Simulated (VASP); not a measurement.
# Ni (Cmce) in VASP: single point with PBE

Aim: the single point of Ni with PBE.

Everything below comes from runs of VASP 6.6.1. Logs are shortened: lines on timing, memory, paths and dates and some standing lists are left out, and cuts for length are marked.

**1. The cell of the first run**

It takes space group Cmce (No. 64, orthorhombic). Conventional cell: a = 3.814 Å, b = 6.460 Å, c = 3.815 Å, α = 90.00°, β = 90.00°, γ = 90.00°. Ni (site symmetry m) has 7 Ni at 2.09 to 2.35 Å within 2.8 Å.

**2. Single point, PBE**

Contents of INCAR:

```
  PREC = Accurate
  ENCUT = 520
  EDIFF = 1E-6
  ISMEAR = -1
  SIGMA = 0.1
  LREAL = F
  LASPH = T
  NELM = 100
  ALGO = Normal
  ISIF = 2
  LWAVE = F
  LCHARG = F
  GGA = PE
  NBANDS = 28
```

Contents of KPOINTS:

```
regular mesh
0
Gamma
  10 10 8
```

Contents of POSCAR:

```
Ni
1.0
    1.9070160000      3.2300790000      0.0000000000
    1.9070160000     -3.2300790000      0.0000000000
    0.0000000000      0.0000000000     -3.8148750000
Ni
4
Direct
    0.1549000000      0.8451000000      0.9190000000
    0.3451000000      0.6549000000      0.4190000000
    0.8451000000      0.1549000000      0.0810000000
    0.6549000000      0.3451000000      0.5810000000
```

Potentials or basis: VASP PAW PBE potentials, release 64 (Ni).

On the command line:

```console
$ cat potpaw_PBE.64/Ni/POTCAR > POTCAR
$ mpirun -np 1 vasp_std > vasp.out
```

OUTCAR:

```text
PREC = Accurate
   ENCUT = 520
   EDIFF = 1E-6
   ISMEAR = -1
   LREAL = F
   LASPH = T
   NELM = 100
   ISIF = 2
   GGA = PE

 ion  position               nearest neighbor table
   1  0.155  0.845  0.919-   3 2.09   2 2.27   2 2.27   4 2.30   4 2.30   3 2.35   3 2.35
   2  0.345  0.655  0.419-   4 2.09   1 2.27   1 2.27   3 2.30   3 2.30   4 2.35   4 2.35
   3  0.845  0.155  0.081-   1 2.09   4 2.27   4 2.27   2 2.30   2 2.30   1 2.35   1 2.35
   4  0.655  0.345  0.581-   2 2.09   3 2.27   3 2.27   1 2.30   1 2.30   2 2.35   2 2.35

  LATTYP: Found a base centered orthorhombic cell.
 ALAT       =     3.8140320000
 B/A-ratio  =     1.6937870474
 C/A-ratio  =     1.0002210259

  Lattice vectors:

 A1 = (   1.9070160000,   3.2300790000,   0.0000000000)
 A2 = (   1.9070160000,  -3.2300790000,   0.0000000000)
 A3 = (   0.0000000000,   0.0000000000,  -3.8148750000)

Analysis of symmetry for initial positions (statically):
=====================================================================
 Subroutine PRICEL returns:
 Original cell was already a primitive cell.

 Routine SETGRP: Setting up the symmetry group for a
 base centered orthorhombic supercell.

 Subroutine GETGRP returns: Found  8 space group operations
 (whereof  4 operations were pure point group operations)
 out of a pool of  8 trial point group operations.

The static configuration has the point symmetry C_2h.
 The point group associated with its full space group is D_2h.

Analysis of symmetry for dynamics (positions and initial velocities):
=====================================================================
 Subroutine PRICEL returns:
 Original cell was already a primitive cell.

 Routine SETGRP: Setting up the symmetry group for a
 base centered orthorhombic supercell.

 Subroutine GETGRP returns: Found  8 space group operations
 (whereof  4 operations were pure point group operations)
 out of a pool of  8 trial point group operations.

The dynamic configuration has the point symmetry C_2h.
 The point group associated with its full space group is D_2h.

 Subroutine INISYM returns: Found  8 space group operations
 (whereof  4 operations are pure point group operations),
 and found     1 'primitive' translations

----------------------------------------------------------------------------------------

                                     Primitive cell

  volume of cell :      46.9978

  direct lattice vectors                    reciprocal lattice vectors
     1.907016000  3.230079000  0.000000000     0.262189725  0.154794976  0.000000000
     1.907016000 -3.230079000  0.000000000     0.262189725 -0.154794976  0.000000000
     0.000000000  0.000000000 -3.814875000     0.000000000  0.000000000 -0.262131787

  length of vectors
     3.751015912  3.751015912  3.814875000     0.304474853  0.304474853  0.262131787

  position of ions in fractional coordinates (direct lattice)
     0.154900000  0.845100000  0.919000000
     0.345100000  0.654900000  0.419000000
     0.845100000  0.154900000  0.081000000
     0.654900000  0.345100000  0.581000000

  ion indices of the primitive-cell ions
   primitive index   ion index
                 1           1
                 2           2
                 3           3
                 4           4

----------------------------------------------------------------------------------------

 KPOINTS: regular mesh

Automatic generation of k-mesh.
 Grid dimensions read from file:
 generate k-points for:   10   10    8

 Generating k-lattice:

  Cartesian coordinates                     Fractional coordinates (reciprocal lattice)
     0.026218972  0.015479498  0.000000000     0.100000000  0.000000000  0.000000000
     0.026218972 -0.015479498  0.000000000     0.000000000  0.100000000  0.000000000
     0.000000000  0.000000000 -0.032766473     0.000000000  0.000000000  0.125000000

  Length of vectors
     0.030447485  0.030447485  0.032766473

  Shift w.r.t. Gamma in fractional coordinates (k-lattice)
     0.000000000  0.000000000  0.000000000

 Subroutine IBZKPT returns following result:
 ===========================================

 Found    155 irreducible k-points:

 Following reciprocal coordinates:
            Coordinates               Weight
  0.000000  0.000000  0.000000      1.000000
  0.100000  0.000000  0.000000      4.000000
  0.200000  0.000000  0.000000      4.000000
  0.300000 -0.000000  0.000000      4.000000
  0.400000  0.000000  0.000000      4.000000
  0.500000 -0.000000  0.000000      2.000000
[... 16 lines left out ...]
  0.300000  0.300000  0.000000      2.000000
  0.400000  0.300000  0.000000      4.000000
 [... further k-points ...]
   k-points           NKPTS =    155   k-points in BZ     NKDIM =    155   number of bands    NBANDS=     28
   number of dos      NEDOS =    301   number of ions     NIONS =      4
   total plane-waves  NPLWV =  21952
   dimension x,y,z NGX =    28 NGY =   28 NGZ =   28
   dimension x,y,z NGXF=    56 NGYF=   56 NGZF=   56
   ions per type =               4
   NGX,Y,Z   is equivalent  to a cutoff of  12.41, 12.41, 12.20 a.u.
   NGXF,Y,Z  is equivalent  to a cutoff of  24.82, 24.82, 24.40 a.u.
 SYSTEM =  unknown system
   PREC   = accura    normal or accurate (medium, high low for compatibility)
   ISTART =      0    job   : 0-new  1-cont  2-samecut
   ICHARG =      2    charge: 1-file 2-atom 10-const
   ISPIN  =      1    spin polarized calculation?
   LNONCOLLINEAR =      F non collinear calculations
   LSORBIT =      F    spin-orbit coupling
   LASPH  =      T    aspherical Exc in radial PAW
   ENCUT  =  520.0 eV  38.22 Ry    6.18 a.u.   6.97  6.97  7.09*2*pi/ulx,y,z
   NELM   =    100;   NELMIN=  2; NELMDL= -5     # of ELM steps
   EDIFF  = 0.1E-05   stopping-criterion for ELM
   LREAL  =      F    real-space projection
   EDIFFG = 0.1E-04   stopping-criterion for IOM
   NSW    =      0    number of steps for IOM
   IBRION =     -1    ionic relax: 0-MD 1-quasi-New 2-CG
   NFREE  =      0    steps in history (QN), initial steepest desc. (CG)
   ISIF   =      2    stress and relaxation
   ISYM   =      2    0-nonsym 1-usesym 2-fastsym
   POTIM  = 0.5000    time-step for ionic-motion
   TEBEG  =    0.0;   TEEND  =   0.0 temperature during run
   PSTRESS=    0.0 pullay stress
   NELECT =      40.0000    total number of electrons
   NUPDOWN=      -1.0000    fix difference up-down
   EMIN   =  10.00;   EMAX   =-10.00  energy-range for DOS
   EFERMI =   0.00;   METHOD = LEGACY
   ISMEAR =    -1;   SIGMA  =   0.10  broadening in eV -4-tet -1-fermi 0-gaus
   EFERMI_NEDOS =   21; number of points for ismear=-14 and -15
   IALGO  =     38    algorithm
   IMIX   =      4    mixing-type and parameters
     AMIX     =   0.40;   BMIX     =  1.00
     AMIX_MAG =   1.60;   BMIX_MAG =  1.00
  volume/ion in A,a.u.               =      11.75        79.29
  Fermi-wavevector in a.u.,A,eV,Ry     =   1.551442  2.931800 32.748849  2.406973
  Thomas-Fermi vector in A             =   2.655961
   LORBIT       =      0    0 simple, 1 ext, 2 COOP (PROOUT), +10 PAW based schemes
   GGA     = PE    functional components
   LHFCALC =     F    Hartree Fock is set to
   AEXX    =    0.0000 exact exchange contribution
   IVDW    =     0    specifies the selected vdW correction
   LEPSILON=     F    determine dielectric tensor
   LRPA    =     F    only Hartree local field effects (RPA)
 non-spin polarized calculation
  energy-cutoff  :      520.00
  volume of cell :       47.00
 maximum number of plane-waves:      1282
   NGX = 13   NGY = 13   NGZ = 15

 number of electron      39.9999997 magnetization

 Free energy of the ion-electron system (eV)
  ---------------------------------------------------
  ext. energy  EPLUGINS =         0.00000000
  ---------------------------------------------------
  free energy    TOTEN  =       -19.04656385 eV

  energy without entropy =      -18.72739429  energy(sigma->0) =      -18.88697907

 E-fermi :   8.3542     XC(G=0): -12.6332

 val. band max:        8.3526958934   @ k =   0.1000   0.0000   0.5000
 cond. band min:       8.3562853340   @ k =  -0.4000   0.4000   0.2500
 fundamental gap:      0.0035894406
 Fermi energy:         8.3542499252

 k-point     1 :       0.0000    0.0000    0.0000
  band No.  band energies     occupation
      1      -0.0723      2.00000
      2       4.5268      2.00000
      3       4.6023      2.00000
      4       4.6481      2.00000
      5       5.1466      2.00000
      6       5.1757      2.00000
[... 20 lines left out ...]
     27      17.2041      0.00000
     28      18.3795      0.00000

 k-point     2 :       0.1000    0.0000    0.0000
  band No.  band energies     occupation
      1       0.0766      2.00000
      2       4.4316      2.00000
      3       4.5648      2.00000
      4       4.8539      2.00000
      5       5.1004      2.00000
      6       5.2549      2.00000
[... 20 lines left out ...]
     27      18.6745      0.00000
     28      19.6954      0.00000

 k-point     3 :       0.2000    0.0000    0.0000
  band No.  band energies     occupation
      1       0.5163      2.00000
      2       4.3174      2.00000
      3       4.6726      2.00000
      4       4.9926      2.00000
      5       5.0506      2.00000
      6       5.2711      2.00000
[... 20 lines left out ...]
     27      20.1766      0.00000
     28      20.6513      0.00000

 k-point     4 :       0.3000   -0.0000    0.0000
  band No.  band energies     occupation
      1       1.2239      2.00000
      2       4.2975      2.00000
      3       4.7424      2.00000
      4       4.8229      2.00000
      5       5.0561      2.00000
      6       5.1547      2.00000
[... 578 lines left out ...]
     27      19.6920      0.00000
     28      19.7811      0.00000

 k-point    23 :       0.3000    0.3000    0.0000
  band No.  band energies     occupation
      1       3.2476      2.00000
      2       3.9136      2.00000
      3       4.0974      2.00000
      4       4.4970      2.00000
      5       4.9232      2.00000
      6       5.0116      2.00000
[... 20 lines left out ...]
     27      18.7928      0.00000
     28      19.7024      0.00000

 k-point    24 :       0.4000    0.3000    0.0000
  band No.  band energies     occupation
      1       3.2388      2.00000
      2       3.8265      2.00000
      3       4.0655      2.00000
      4       4.4245      2.00000
      5       4.9533      2.00000
      6       4.9851      2.00000
[... 20 lines left out ...]
     27      18.2595      0.00000
     28      19.8277      0.00000

 [... further k-points ...]
[... 5 lines left out ...]
  --------------------------------------------------------------------------------------
  -------------------------------------------------------------------------------------
  Total        4.7307141      8.4921339      5.3282256      0.0000000      0.0000000      0.0000000
  in kB      161.2721935    289.5007050    181.6416338      0.0000000      0.0000000      0.0000000
  external PRESSURE =     210.8048441 kB  Pullay stress =       0.0000000 kB

 VOLUME and BASIS-vectors are now :
 -----------------------------------------------------------------------------
  energy-cutoff  :      520.00
  volume of cell :       47.00
      direct lattice vectors                 reciprocal lattice vectors
     1.907016000  3.230079000  0.000000000     0.262189725  0.154794976  0.000000000
     1.907016000 -3.230079000  0.000000000     0.262189725 -0.154794976  0.000000000
     0.000000000  0.000000000 -3.814875000     0.000000000  0.000000000 -0.262131787

 POSITION                                       TOTAL-FORCE (eV/Angst)
 -----------------------------------------------------------------------------------
      1.90702     -2.22940     -3.50587         0.000000      0.496820     -0.168756
      1.90702     -1.00068     -1.59843         0.000000     -0.496820     -0.168756
      1.90702      2.22940     -0.30900         0.000000     -0.496820      0.168756
      1.90702      1.00068     -2.21644         0.000000      0.496820      0.168756
 -----------------------------------------------------------------------------------
    total drift:                                0.000000      0.000000     -0.000000

  FREE ENERGIE OF THE ION-ELECTRON SYSTEM (eV)
  ---------------------------------------------------
  free  energy   TOTEN  =       -19.0465638454 eV

  energy  without entropy=      -18.7273942939  energy(sigma->0) =      -18.88697907
```

Wall time 2.7 min (1 thread of Intel Xeon Platinum 8259CL at 2.50GHz (Skylake/Cascade Lake), shared host); peak memory 0.27 GiB.

Results:

```yaml
Free_energy: -19.0466 eV
Pressure: 21.1 GPa
Largest_force: 0.525 eV/Å
Band_gap_on_the_k_mesh: zero (bands 20 and 21 overlap by 0.25 eV)
```

Forces in eV/Å, atoms in the order of the input:
```
Ni   0.000  0.497 -0.169
Ni   0.000 -0.497 -0.169
Ni   0.000 -0.497  0.169
Ni   0.000  0.497  0.169
```

Caveat: the stress differs along the axes, from 16 to 29 GPa; the run has no spin polarisation, though such a crystal can be magnetic. Spin polarisation is off, so any magnetic state and its effect on volume and gap are missing.
